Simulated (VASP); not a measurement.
# Ge (P6_3/mmc) in VASP: notebook

Ge is run at these levels: PBE; tasks: relaxation of cell and atoms.

Program: VASP 6.6.1. These are calculated values, not measurements. Logs are shortened: lines on timing, memory, paths and dates and some standing lists are left out, and cuts for length are marked.

## Step 1: The cell of the first run

The structure is hexagonal, space group P6_3/mmc (No. 194). The conventional cell has a = 3.998 Å, b = 3.998 Å, c = 6.599 Å, α = 90.00°, β = 90.00°, γ = 120.00°. Within 3.2 Å of Ge (site symmetry 3m) lie 4 Ge at 2.45 to 2.47 Å.

## Step 2: Relaxation of cell and atoms, PBE

INCAR reads:

```
PREC = Accurate ; ENCUT = 600
EDIFF = 1E-6 ; ISMEAR = 0
SIGMA = 0.01 ; LREAL = F
LASPH = T ; NELM = 100
ALGO = Normal ; ISIF = 3
LWAVE = F ; LCHARG = F
GGA = PE ; IBRION = 2
NSW = 100 ; EDIFFG = -0.005
```

KPOINTS reads:

```
Automatic mesh
0
Gamma
  12 12 6
```

POSCAR reads:

```
Ge
1.0
    3.9975858431      0.0000000000      0.0000000000
   -1.9987929216      3.4620108940      0.0000000000
    0.0000000000      0.0000000000      6.5993779500
Ge
4
Direct
    0.6666666700      0.3333333300      0.0629012500
    0.3333333300      0.6666666700      0.5629012500
    0.6666666700      0.3333333300      0.4370987500
    0.3333333300      0.6666666700      0.9370987500
```

Potentials or basis: VASP PAW PBE potentials, release 64 (Ge_d).

The run is started by

```
> cat potpaw_PBE.64/Ge_d/POTCAR > POTCAR
> mpirun -np 1 vasp_std > vasp.out
```

OUTCAR:

```text
PREC = Accurate
   ENCUT = 600
   EDIFF = 1E-6
   ISMEAR = 0
   LREAL = F
   LASPH = T
   NELM = 100
   ISIF = 3
   GGA = PE
   IBRION = 2
   NSW = 100
   EDIFFG = -0.005

 ion  position               nearest neighbor table
   1  0.667  0.333  0.063-   4 2.45   4 2.45   4 2.45   3 2.47
   2  0.333  0.667  0.563-   3 2.45   3 2.45   3 2.45   4 2.47
   3  0.667  0.333  0.437-   2 2.45   2 2.45   2 2.45   1 2.47
   4  0.333  0.667  0.937-   1 2.45   1 2.45   1 2.45   2 2.47

  LATTYP: Found a hexagonal cell.
 ALAT       =     3.9975858431
 C/A-ratio  =     1.6508408347

  Lattice vectors:

 A1 = (   3.9975858431,   0.0000000000,   0.0000000000)
 A2 = (  -1.9987929216,   3.4620108940,   0.0000000000)
 A3 = (   0.0000000000,   0.0000000000,   6.5993779500)

Analysis of symmetry for initial positions (statically):
=====================================================================
 Subroutine PRICEL returns:
 Original cell was already a primitive cell.

 Routine SETGRP: Setting up the symmetry group for a
 hexagonal supercell.

 Subroutine GETGRP returns: Found 24 space group operations
 (whereof 12 operations were pure point group operations)
 out of a pool of 24 trial point group operations.

The static configuration has the point symmetry D_3d.
 The point group associated with its full space group is D_6h.

Analysis of symmetry for dynamics (positions and initial velocities):
=====================================================================
 Subroutine PRICEL returns:
 Original cell was already a primitive cell.

 Routine SETGRP: Setting up the symmetry group for a
 hexagonal supercell.

 Subroutine GETGRP returns: Found 24 space group operations
 (whereof 12 operations were pure point group operations)
 out of a pool of 24 trial point group operations.

The dynamic configuration has the point symmetry D_3d.
 The point group associated with its full space group is D_6h.

 Subroutine INISYM returns: Found 24 space group operations
 (whereof 12 operations are pure point group operations),
 and found     1 'primitive' translations

----------------------------------------------------------------------------------------

                                     Primitive cell

  volume of cell :      91.3333

  direct lattice vectors                    reciprocal lattice vectors
     3.997585843  0.000000000  0.000000000     0.250150976  0.144424733  0.000000000
    -1.998792922  3.462010894  0.000000000     0.000000000  0.288849467  0.000000000
     0.000000000  0.000000000  6.599377950     0.000000000  0.000000000  0.151529433

  length of vectors
     3.997585843  3.997585843  6.599377950     0.288849467  0.288849467  0.151529433

  position of ions in fractional coordinates (direct lattice)
     0.666666670  0.333333330  0.062901250
     0.333333330  0.666666670  0.562901250
     0.666666670  0.333333330  0.437098750
     0.333333330  0.666666670  0.937098750

  ion indices of the primitive-cell ions
   primitive index   ion index
                 1           1
                 2           2
                 3           3
                 4           4

----------------------------------------------------------------------------------------

 KPOINTS: Automatic mesh

Automatic generation of k-mesh.
 Grid dimensions read from file:
 generate k-points for:   12   12    6

 Generating k-lattice:

  Cartesian coordinates                     Fractional coordinates (reciprocal lattice)
     0.020845915  0.012035394  0.000000000     0.083333333  0.000000000  0.000000000
     0.000000000  0.024070789  0.000000000     0.000000000  0.083333333  0.000000000
     0.000000000  0.000000000  0.025254906     0.000000000  0.000000000  0.166666667

  Length of vectors
     0.024070789  0.024070789  0.025254906

  Shift w.r.t. Gamma in fractional coordinates (k-lattice)
     0.000000000  0.000000000  0.000000000

 Subroutine IBZKPT returns following result:
 ===========================================

 Found     76 irreducible k-points:

 Following reciprocal coordinates:
            Coordinates               Weight
  0.000000  0.000000  0.000000      1.000000
  0.083333  0.000000  0.000000      6.000000
  0.166667 -0.000000  0.000000      6.000000
  0.250000 -0.000000  0.000000      6.000000
  0.333333  0.000000  0.000000      6.000000
  0.416667  0.000000  0.000000      6.000000
[... 16 lines left out ...]
  0.250000 -0.000000  0.166667     12.000000
  0.333333  0.000000  0.166667     12.000000
 [... further k-points ...]
   k-points           NKPTS =     76   k-points in BZ     NKDIM =     76   number of bands    NBANDS=     33
   number of dos      NEDOS =    301   number of ions     NIONS =      4
   total plane-waves  NPLWV =  55296
   dimension x,y,z NGX =    32 NGY =   32 NGZ =   54
   dimension x,y,z NGXF=    64 NGYF=   64 NGZF=  108
   ions per type =               4
   NGX,Y,Z   is equivalent  to a cutoff of  13.31, 13.31, 13.60 a.u.
   NGXF,Y,Z  is equivalent  to a cutoff of  26.62, 26.62, 27.21 a.u.
 SYSTEM =  unknown system
   PREC   = accura    normal or accurate (medium, high low for compatibility)
   ISTART =      0    job   : 0-new  1-cont  2-samecut
   ICHARG =      2    charge: 1-file 2-atom 10-const
   ISPIN  =      1    spin polarized calculation?
   LNONCOLLINEAR =      F non collinear calculations
   LSORBIT =      F    spin-orbit coupling
   LASPH  =      T    aspherical Exc in radial PAW
   ENCUT  =  600.0 eV  44.10 Ry    6.64 a.u.   7.98  7.98 13.18*2*pi/ulx,y,z
   NELM   =    100;   NELMIN=  2; NELMDL= -5     # of ELM steps
   EDIFF  = 0.1E-05   stopping-criterion for ELM
   LREAL  =      F    real-space projection
   EDIFFG = -.5E-02   stopping-criterion for IOM
   NSW    =    100    number of steps for IOM
   IBRION =      2    ionic relax: 0-MD 1-quasi-New 2-CG
   NFREE  =      1    steps in history (QN), initial steepest desc. (CG)
   ISIF   =      3    stress and relaxation
   ISYM   =      2    0-nonsym 1-usesym 2-fastsym
   POTIM  = 0.5000    time-step for ionic-motion
   TEBEG  =    0.0;   TEEND  =   0.0 temperature during run
   PSTRESS=    0.0 pullay stress
   NELECT =      56.0000    total number of electrons
   NUPDOWN=      -1.0000    fix difference up-down
   EMIN   =  10.00;   EMAX   =-10.00  energy-range for DOS
   EFERMI =   0.00;   METHOD = LEGACY
   ISMEAR =     0;   SIGMA  =   0.01  broadening in eV -4-tet -1-fermi 0-gaus
   EFERMI_NEDOS =   21; number of points for ismear=-14 and -15
   IALGO  =     38    algorithm
   IMIX   =      4    mixing-type and parameters
     AMIX     =   0.40;   BMIX     =  1.00
     AMIX_MAG =   1.60;   BMIX_MAG =  1.00
  volume/ion in A,a.u.               =      22.83       154.09
  Fermi-wavevector in a.u.,A,eV,Ry     =   1.390789  2.628209 26.317650  1.934293
  Thomas-Fermi vector in A             =   2.514690
   LORBIT       =      0    0 simple, 1 ext, 2 COOP (PROOUT), +10 PAW based schemes
   GGA     = PE    functional components
   LHFCALC =     F    Hartree Fock is set to
   AEXX    =    0.0000 exact exchange contribution
   IVDW    =     0    specifies the selected vdW correction
   LEPSILON=     F    determine dielectric tensor
   LRPA    =     F    only Hartree local field effects (RPA)
 conjugate gradient relaxation of ions
 non-spin polarized calculation
 Gauss-broadening in eV      SIGMA  =   0.01
  energy-cutoff  :      600.00
  volume of cell :       91.33
 maximum number of plane-waves:      3070
 NGX is ok and might be reduce to    32
   NGX = 15   NGY = 15   NGZ = 27

--------------------------------------- Ionic step        1  -------------------------------------------

 number of electron      55.9999987 magnetization

 Free energy of the ion-electron system (eV)
  ---------------------------------------------------
  ext. energy  EPLUGINS =         0.00000000
  ---------------------------------------------------
  free energy    TOTEN  =       -17.96687876 eV

  energy without entropy =      -17.96687081  energy(sigma->0) =      -17.96687478

 E-fermi :   4.9661     XC(G=0):  -9.8797

 val. band max:        4.9584178092   @ k =   0.0000   0.0000   0.0000
 cond. band min:       4.9766117083   @ k =   0.0000   0.0000   0.1667
 fundamental gap:      0.0181938992
 Fermi energy:         4.9661221254

 k-point     1 :       0.0000    0.0000    0.0000
  band No.  band energies     occupation
      1     -19.9317      2.00000
      2     -19.9317      2.00000
      3     -19.8939      2.00000
      4     -19.8935      2.00000
      5     -19.8935      2.00000
      6     -19.8810      2.00000
[... 853 lines left out ...]
     32       8.9446      0.00000
     33       9.6144      0.00000

 [... further k-points ...]

------------------------ aborting loop because EDIFF is reached ----------------------------------------

  FORCE on cell =-STRESS in cart. coord.  units (eV):
  Direction    XX          YY          ZZ          XY          YZ          ZX
  --------------------------------------------------------------------------------------
  -------------------------------------------------------------------------------------
  Total        1.6204910      1.6204910      1.6115102     -0.0000000      0.0000000      0.0000000
  in kB       28.4267998     28.4267998     28.2692582     -0.0000000      0.0000000      0.0000000
  external PRESSURE =      28.3742859 kB  Pullay stress =       0.0000000 kB

 VOLUME and BASIS-vectors are now :
 -----------------------------------------------------------------------------
  energy-cutoff  :      600.00
  volume of cell :       91.33
      direct lattice vectors                 reciprocal lattice vectors
     3.997585843  0.000000000  0.000000000     0.250150976  0.144424733  0.000000000
    -1.998792922  3.462010894  0.000000000     0.000000000  0.288849467  0.000000000
     0.000000000  0.000000000  6.599377950     0.000000000  0.000000000  0.151529433
[... 153 lines left out ...]
 POSITION                                       TOTAL-FORCE (eV/Angst)
 -----------------------------------------------------------------------------------
      2.02780      1.17075      0.42057        -0.000000     -0.000000     -0.003778
     -0.00000      2.34150      3.76636         0.000000     -0.000000     -0.003778
      2.02780      1.17075      2.92521        -0.000000      0.000000      0.003778
     -0.00000      2.34150      6.27100        -0.000000      0.000000      0.003778
 -----------------------------------------------------------------------------------
    total drift:                               -0.000014      0.000008     -0.000003

  FREE ENERGIE OF THE ION-ELECTRON SYSTEM (eV)
  ---------------------------------------------------
  free  energy   TOTEN  =       -18.0022211590 eV

  energy  without entropy=      -18.0021840359  energy(sigma->0) =      -18.00220260

--------------------------------------- Ionic step        6  -------------------------------------------

 number of electron      55.9999997 magnetization

 Free energy of the ion-electron system (eV)
  ---------------------------------------------------
  ext. energy  EPLUGINS =         0.00000000
  ---------------------------------------------------
  free energy    TOTEN  =       -18.00223283 eV

  energy without entropy =      -18.00219570  energy(sigma->0) =      -18.00221427

 E-fermi :   4.5115     XC(G=0):  -9.6784

 val. band max:        4.5083153421   @ k =   0.0833   0.0000   0.0000
 cond. band min:       4.6610071020   @ k =   0.0000   0.0000   0.0000
 fundamental gap:      0.1526917599
 Fermi energy:         4.5114874105

 k-point     1 :       0.0000    0.0000    0.0000
  band No.  band energies     occupation
      1     -20.2774      2.00000
      2     -20.2774      2.00000
      3     -20.2437      2.00000
      4     -20.2437      2.00000
      5     -20.2437      2.00000
      6     -20.2312      2.00000
[... 853 lines left out ...]
     32       8.4847      0.00000
     33       9.0998      0.00000

 [... further k-points ...]

------------------------ aborting loop because EDIFF is reached ----------------------------------------

  FORCE on cell =-STRESS in cart. coord.  units (eV):
  Direction    XX          YY          ZZ          XY          YZ          ZX
  --------------------------------------------------------------------------------------
  -------------------------------------------------------------------------------------
  Total        0.0123024      0.0123024     -0.0054352     -0.0000000     -0.0000000      0.0000000
  in kB        0.2067652      0.2067652     -0.0913493     -0.0000000     -0.0000000      0.0000000
  external PRESSURE =       0.1073937 kB  Pullay stress =       0.0000000 kB

 VOLUME and BASIS-vectors are now :
 -----------------------------------------------------------------------------
  energy-cutoff  :      600.00
  volume of cell :       95.33
      direct lattice vectors                 reciprocal lattice vectors
     4.056021858 -0.000000000  0.000000000     0.246546995  0.142343974 -0.000000000
    -2.028010929  3.512617967 -0.000000000     0.000000000  0.284687948 -0.000000000
    -0.000000000  0.000000000  6.691019892     0.000000000  0.000000000  0.149454047

 POSITION                                       TOTAL-FORCE (eV/Angst)
 -----------------------------------------------------------------------------------
      2.02801      1.17087      0.42027         0.000000     -0.000000      0.000075
     -0.00000      2.34175      3.76578        -0.000000     -0.000000      0.000075
      2.02801      1.17087      2.92524         0.000000      0.000000     -0.000075
     -0.00000      2.34175      6.27075        -0.000000     -0.000000     -0.000075
 -----------------------------------------------------------------------------------
    total drift:                               -0.000014      0.000008     -0.000003

  FREE ENERGIE OF THE ION-ELECTRON SYSTEM (eV)
  ---------------------------------------------------
  free  energy   TOTEN  =       -18.0022328334 eV

  energy  without entropy=      -18.0021957035  energy(sigma->0) =      -18.00221427

 reached required accuracy - stopping structural energy minimisation
```

It took 13 min on 1 thread of Intel Xeon Platinum 8259CL at 2.50GHz (Skylake/Cascade Lake), shared host; peak memory 0.37 GiB.

Results:

```yaml
Free_energy: -18.0022 eV
Relaxed_volume: 23.83 Å³/atom
Relaxed_cell: a = 4.056 Å, b = 4.056 Å, c = 6.691 Å, α = 90.00°, β = 90.00°, γ = 120.00°
Space_group_after_relaxing_to_0.05_Å: P6_3/mmc (No. 194)
Energy_gained_by_relaxing: 8.8 meV/atom
Ionic_steps: 6
Pressure_after_relaxing: 0.0 GPa
Band_gap_on_the_k_mesh: zero (band 28 reaches 4.51 eV, above the bottom of band 29 at 4.50 eV)
```

The path:
| step | energy change (eV) | largest force (eV/Å) | pressure (GPa) | volume (Å³) |
| --- | --- | --- | --- | --- |
| 1 | 0.0000 | 0.0087 | 2.84 | 91.33 |
| 2 | -0.0320 | 0.0224 | -0.84 | 96.78 |
| 3 | -0.0354 | 0.0143 | -0.10 | 95.44 |
| 4 | -0.0353 | 0.0137 | 0.19 | 95.29 |
| 5 | -0.0353 | 0.0038 | 0.04 | 95.32 |
| 6 | -0.0354 | 0.0001 | 0.01 | 95.33 |

Final structure:
```cif
data_structure
_symmetry_space_group_name_H-M 'P 1'
_symmetry_Int_Tables_number 1
_cell_length_a 4.0560
_cell_length_b 4.0560
_cell_length_c 6.6910
_cell_angle_alpha 90.000
_cell_angle_beta 90.000
_cell_angle_gamma 120.000
_cell_volume 95.33
loop_
_atom_site_label
_atom_site_type_symbol
_atom_site_fract_x
_atom_site_fract_y
_atom_site_fract_z
_atom_site_occupancy
Ge1 Ge 0.66667 0.33333 0.06281 1
Ge2 Ge 0.33333 0.66667 0.56281 1
Ge3 Ge 0.66667 0.33333 0.43719 1
Ge4 Ge 0.33333 0.66667 0.93719 1
```

Levels at points of the mesh, in eV from the Fermi level:
```csv
k point,band 24,band 25,band 26,band 27,band 28,band 29,band 30,band 31,band 32,band 33
"(0.00, 0.00, 0.00)",-1.37,-1.37,-0.35,-0.15,-0.10,0.15,0.15,2.31,2.31,2.76
"(0.50, 0.00, 0.00)",-6.60,-4.31,-2.88,-2.60,-1.33,0.63,1.57,3.62,3.74,4.28
"(0.00, 0.00, 0.50)",-4.71,-0.77,-0.77,-0.77,-0.77,0.60,0.60,3.38,3.38,3.38
"(0.50, 0.00, 0.50)",-7.66,-2.39,-2.39,-2.25,-2.25,0.55,0.55,2.20,2.20,6.02
```

## Step 3: Relaxation of cell and atoms, PBE

This run uses another cell than the first one, of 23.86 Å³/atom, 1.045 times its volume.

INCAR reads:

```
SYSTEM = Ge
ALGO = Normal
EDIFF = 1E-7
EDIFFG = -0.005
ENCUT = 600
GGA = PE
IBRION = 2
ISIF = 3
ISMEAR = 0
LASPH = .TRUE.
LCHARG = .FALSE.
LREAL = .FALSE.
LWAVE = .FALSE.
NELM = 100
NSW = 100
PREC = Accurate
SIGMA = 0.1
```

KPOINTS reads:

```
k-points
0
G
  12 12 6
  0 0 0
```

POSCAR reads:

```
Ge
1.0
    4.0581567082      0.0000000000      0.0000000000
   -2.0290783541      3.5144668018      0.0000000000
    0.0000000000      0.0000000000      6.6925281911
Ge
4
Direct
    0.6666666667      0.3333333333      0.0627911807
    0.3333333333      0.6666666667      0.5627911807
    0.6666666667      0.3333333333      0.4372088193
    0.3333333333      0.6666666667      0.9372088193
```

Potentials or basis: VASP PAW PBE potentials, release 64 (Ge_d).

The run is started by

```
> cat potpaw_PBE.64/Ge_d/POTCAR > POTCAR
> mpirun -np 1 vasp_std > vasp.out
```

Wall time 2.6 min (1 thread of Intel Xeon Platinum 8375C at 2.90GHz (Ice Lake), shared host); peak memory 0.35 GiB.

The run converged. Its results:

```yaml
Free_energy: -18.0030 eV
Pressure_after_relaxing: 0.0 GPa
Band_gap_on_the_k_mesh: zero (band 28 reaches 4.50 eV, above the bottom of band 29 at 4.48 eV)
```

Final structure:
```xyz
4
Lattice="4.0582 0.0000 0.0000 -2.0291 3.5145 0.0000 0.0000 0.0000 6.6925" Properties=species:S:1:pos:R:3 pbc="T T T"
Ge    2.0291    1.1715    0.4202
Ge    0.0000    2.3430    3.7665
Ge    2.0291    1.1715    2.9260
Ge    0.0000    2.3430    6.2723
```

Levels at points of the mesh, in eV from the Fermi level:
| k point | band 25 | band 26 | band 27 | band 28 | band 29 | band 30 | band 31 | band 32 |
| --- | --- | --- | --- | --- | --- | --- | --- | --- |
| (0.00, 0.00, 0.00) | -1.42 | -0.41 | -0.20 | -0.15 | 0.10 | 0.10 | 2.26 | 2.26 |
| (0.50, 0.00, 0.00) | -4.35 | -2.92 | -2.65 | -1.38 | 0.58 | 1.52 | 3.57 | 3.69 |
| (0.00, 0.00, 0.50) | -0.82 | -0.82 | -0.82 | -0.82 | 0.54 | 0.54 | 3.33 | 3.33 |
| (0.50, 0.00, 0.50) | -2.44 | -2.44 | -2.30 | -2.30 | 0.50 | 0.50 | 2.15 | 2.15 |

Caveat: the relaxation stopped at its first step, so nothing moved.
